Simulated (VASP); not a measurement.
# C (Fd-3m) in VASP: vibrations by perturbation theory with LDA

Aim: the vibrations by perturbation theory of C with LDA.

Everything below comes from runs of VASP 6.6.1. Logs are shortened: lines on timing, memory, paths and dates and some standing lists are left out, and cuts for length are marked.

## Step 1: The cell of the first run

The structure is cubic, space group Fd-3m (No. 227). The conventional cell has a = 3.532 Å, b = 3.532 Å, c = 3.532 Å, α = 90.00°, β = 90.00°, γ = 90.00°. C (site symmetry -43m) has 4 C at 1.53 Å within 2.0 Å.

## Step 2: Vibrations by perturbation theory, LDA

File INCAR:

```
SYSTEM = C
  ALGO = Normal
  EDIFF = 1E-8
  ENCUT = 600
  GGA_COMPAT = .False.
  IBRION = 8
  ISIF = 2
  ISMEAR = 0
  LASPH = .True.
  LCHARG = .False.
  LEPSILON = .True.
  LREAL = .False.
  LWAVE = .False.
  NELM = 120
  NSW = 1
  PREC = Accurate
  SIGMA = 0.01
```

File KPOINTS:

```
k-points
0
Gamma
  8 8 8
  0 0 0
```

File POSCAR:

```
C
1.0
    0.0000000000      1.7658830110      1.7658830110
    1.7658830110      0.0000000000      1.7658830110
    1.7658830110      1.7658830110      0.0000000000
C
2
Direct
    0.5000000000      0.5000000000      0.5000000000
    0.7500000000      0.7500000000      0.7500000000
```

Potentials or basis: VASP PAW LDA potentials, release 64 (C).

Started as:

```bash
$ cat potpaw_LDA.64/C/POTCAR > POTCAR
$ mpirun -np 1 vasp_std > vasp.out
```

OUTCAR:

```text
SYSTEM = C
   EDIFF = 1E-8
   ENCUT = 600
   IBRION = 8
   ISIF = 2
   ISMEAR = 0
   LASPH = .True.
   LEPSILON = .True.
   LREAL = .False.
   NELM = 120
   NSW = 1
   PREC = Accurate

 ion  position               nearest neighbor table
   1  0.500  0.500  0.500-   2 1.53   2 1.53   2 1.53   2 1.53
   2  0.750  0.750  0.750-   1 1.53   1 1.53   1 1.53   1 1.53

  LATTYP: Found a face centered cubic cell.
 ALAT       =     3.5317660220

  Lattice vectors:

 A1 = (   0.0000000000,   1.7658830110,   1.7658830110)
 A2 = (   1.7658830110,   0.0000000000,   1.7658830110)
 A3 = (   1.7658830110,   1.7658830110,   0.0000000000)

Analysis of symmetry for initial positions (statically):
=====================================================================
 Subroutine PRICEL returns:
 Original cell was already a primitive cell.

 Routine SETGRP: Setting up the symmetry group for a
 face centered cubic supercell.

 Subroutine GETGRP returns: Found 48 space group operations
 (whereof 24 operations were pure point group operations)
 out of a pool of 48 trial point group operations.

The static configuration has the point symmetry T_d .
 The point group associated with its full space group is O_h .

Analysis of symmetry for dynamics (positions and initial velocities):
=====================================================================
 Subroutine PRICEL returns:
 Original cell was already a primitive cell.

 Routine SETGRP: Setting up the symmetry group for a
 face centered cubic supercell.

 Subroutine GETGRP returns: Found 48 space group operations
 (whereof 24 operations were pure point group operations)
 out of a pool of 48 trial point group operations.

The dynamic configuration has the point symmetry T_d .
 The point group associated with its full space group is O_h .

 Subroutine INISYM returns: Found 48 space group operations
 (whereof 24 operations are pure point group operations),
[... 496 lines left out ...]
           5.816093    -0.000000     0.000000
          -0.000000     5.816093     0.000000
           0.000000    -0.000000     5.816093
 ------------------------------------------------------

 PIEZOELECTRIC TENSOR (including local field effects)  for field in x, y, z        (e  Angst)
          XX          YY          ZZ          XY          YZ          ZX
  --------------------------------------------------------------------------------
  x    -0.00000     0.00000     0.00000     0.00000     0.00000    -0.00000
  y    -0.00000    -0.00000     0.00000    -0.00000     0.00000     0.00000
  z    -0.00000     0.00000     0.00000     0.00000    -0.00000     0.00000

 PIEZOELECTRIC TENSOR (including local field effects)  for field in x, y, z        (C/m^2)
          XX          YY          ZZ          XY          YZ          ZX
  --------------------------------------------------------------------------------
  x    -0.00000     0.00000     0.00000     0.00000     0.00000    -0.00000
  y    -0.00000    -0.00000     0.00000    -0.00000     0.00000     0.00000
  z    -0.00000     0.00000     0.00000     0.00000    -0.00000     0.00000

 BORN EFFECTIVE CHARGES (including local field effects) (in |e|, cummulative output)
 ---------------------------------------------------------------------------------
 ion    1
    1    -0.00000     0.00000     0.00000
    2     0.00000    -0.00000    -0.00000
    3     0.00000     0.00000    -0.00000
 ion    2
    1     0.00000     0.00000    -0.00000
    2     0.00000     0.00000     0.00000
    3    -0.00000     0.00000     0.00000

 INTERNAL STRAIN TENSOR FOR ION    2 for displacements in x,y,z  (eV/Angst):
          X           Y           Z          XY          YZ          ZX
  --------------------------------------------------------------------------------
  x     0.00000    -0.00000     0.00000     0.00000    -4.16453     0.00000
  y    -0.00000     0.00000     0.00000     0.00000     0.00000    -4.16453
  z    -0.00000     0.00000     0.00000    -4.16453     0.00000     0.00000

 SECOND DERIVATIVES (NOT SYMMETRIZED)
 ------------------------------------
               1X          1Y          1Z          2X          2Y          2Z
  1X   -38.873156    0.000000    0.000000   38.873156    0.000000    0.000000
  1Y     0.000000  -38.873156    0.000000    0.000000   38.873156    0.000000
  1Z     0.000000    0.000000  -38.873156    0.000000    0.000000   38.873156
  2X    38.873156    0.000000    0.000000  -38.873156    0.000000    0.000000
  2Y     0.000000   38.873156    0.000000    0.000000  -38.873156    0.000000
  2Z     0.000000    0.000000   38.873156    0.000000    0.000000  -38.873156

 Eigenvectors and eigenvalues of the dynamical matrix
 ----------------------------------------------------

   1 f  =   39.774162 THz   249.908431 2PiTHz 1326.723239 cm-1   164.492643 meV
             X         Y         Z           dx          dy          dz
      1.765883  1.765883  1.765883     0.707107    0.000000    0.000000
      2.648825  2.648825  2.648825    -0.707107    0.000000    0.000000
[... 16 lines left out ...]
   5 f  =    0.000000 THz     0.000000 2PiTHz    0.000000 cm-1     0.000000 meV
             X         Y         Z           dx          dy          dz
      1.765883  1.765883  1.765883     0.707107    0.000000    0.000000
      2.648825  2.648825  2.648825     0.707107    0.000000    0.000000

   6 f/i=    0.000000 THz     0.000003 2PiTHz    0.000014 cm-1     0.000002 meV
             X         Y         Z           dx          dy          dz
      1.765883  1.765883  1.765883     0.000000    0.359246    0.609050
      2.648825  2.648825  2.648825     0.000000    0.359246    0.609050

--------------------------------------------------------------------------------------------------------

 MACROSCOPIC STATIC DIELECTRIC TENSOR IONIC CONTRIBUTION
 ------------------------------------------------------
           0.000000    -0.000000    -0.000000
          -0.000000     0.000000     0.000000
          -0.000000     0.000000     0.000000
 ------------------------------------------------------

 ELASTIC MODULI CONTR FROM IONIC RELAXATION (kBar)
 Direction    XX          YY          ZZ          XY          YZ          ZX
 --------------------------------------------------------------------------------
 XX          -0.0000      0.0000      0.0000     -0.0000      0.0000     -0.0000
 YY           0.0000     -0.0000      0.0000      0.0000     -0.0000      0.0000
 ZZ           0.0000      0.0000     -0.0000      0.0000      0.0000      0.0000
 XY          -0.0000      0.0000      0.0000    -64.9048      0.0000      0.0000
 YZ           0.0000     -0.0000      0.0000      0.0000    -64.9048      0.0000
 ZX          -0.0000      0.0000      0.0000      0.0000      0.0000    -64.9048
 --------------------------------------------------------------------------------

 PIEZOELECTRIC TENSOR IONIC CONTR  for field in x, y, z        (C/m^2)
          XX          YY          ZZ          XY          YZ          ZX
  --------------------------------------------------------------------------------
  x     0.00000    -0.00000     0.00000     0.00000    -0.00000     0.00000
  y    -0.00000     0.00000     0.00000    -0.00000     0.00000    -0.00000
  z    -0.00000     0.00000     0.00000    -0.00000     0.00000     0.00000
```

OSZICAR:

```text
N       E                     dE             d eps       ncg     rms          rms(c)
DAV:   1    -0.238720159912E+01   -0.23872E+01   -0.55414E+03   488   0.108E+03
DAV:   2    -0.210072027958E+02   -0.18620E+02   -0.18062E+02   752   0.117E+02
DAV:   3    -0.211181693536E+02   -0.11097E+00   -0.11097E+00   480   0.118E+01
[... 120 lines left out ...]
RMM:   6    -0.111528964046E+00    0.20562E-05   -0.25700E-06  2394   0.148E-03    0.416E-04
RMM:   7    -0.111526134492E+00    0.28296E-05    0.10449E-07  2494   0.489E-04    0.685E-05
RMM:   8    -0.111526468649E+00   -0.33416E-06   -0.93751E-08  2449   0.782E-05    0.167E-05
RMM:   9    -0.111526204639E+00    0.26401E-06    0.69140E-08  2492   0.309E-05    0.143E-06
RMM:  10    -0.111526214955E+00   -0.10316E-07   -0.14201E-08  2262   0.299E-06    0.358E-07
RMM:  11    -0.111526214845E+00    0.11045E-09   -0.12479E-10  1305   0.672E-07    0.567E-08
 Linear response finished
```

stdout:

```text
POSCAR found type information on POSCAR C
 POSCAR found :  1 types and       2 ions
 scaLAPACK will be used
 LDA part: xc-table for (Slater(with rela. corr.)+CA(PZ))
 , standard interpolation
 POSCAR, INCAR and KPOINTS ok, starting setup
 FFT: planning ... GRIDC
 FFT: planning ... GRID_SOFT
 FFT: planning ... GRID
[... 21 lines left out ...]
 Linear response to external field, progress :
  Direction:   2
 dielectric tensor                  component  2 :     1.589     5.816    -0.328
 Linear response to external field, progress :
  Direction:   3
 dielectric tensor                  component  3 :     0.175     1.007     5.816
 Linear response DOF=           1
 Linear response progress:
 first order change of Fermi-energy   0.21027E-03
 force on displaced ion       1 direction 1 : -38.873  -0.000  -0.000
 Born effective charge ion    1 direction 1 :  -0.008   0.000   0.000
 Born effective charges drift removed
 Linear response finished
```

Run time: 26 s. Hardware: 1 thread of Intel Xeon Platinum 8375C at 2.90GHz (Ice Lake), shared host; peak memory 0.14 GiB.

Results:

| Item | Value |
| --- | --- |
| Electronic dielectric tensor (diagonal) | 5.82 |
| Born charges (mean of the diagonal) | C +0.00 e |
| Highest phonon frequency at Γ | 1327 cm⁻¹ |

Phonon frequencies in cm⁻¹ (negative: imaginary):
| q point | frequencies |
| --- | --- |
| (0.000, 0.000, 0.000) | 0 0 0 1327 1327 1327 |

Electronic dielectric tensor:
```
5.82 0.00 0.00
0.00 5.82 0.00
0.00 0.00 5.82
```

Born effective charge tensors (e):
atom 1, C
```
0.00 0.00 0.00
0.00 0.00 0.00
0.00 0.00 0.00
```
atom 2, C
```
0.00 0.00 0.00
0.00 0.00 0.00
0.00 0.00 0.00
```

Caveat: the k points lie up to 0.39 Å⁻¹ apart.
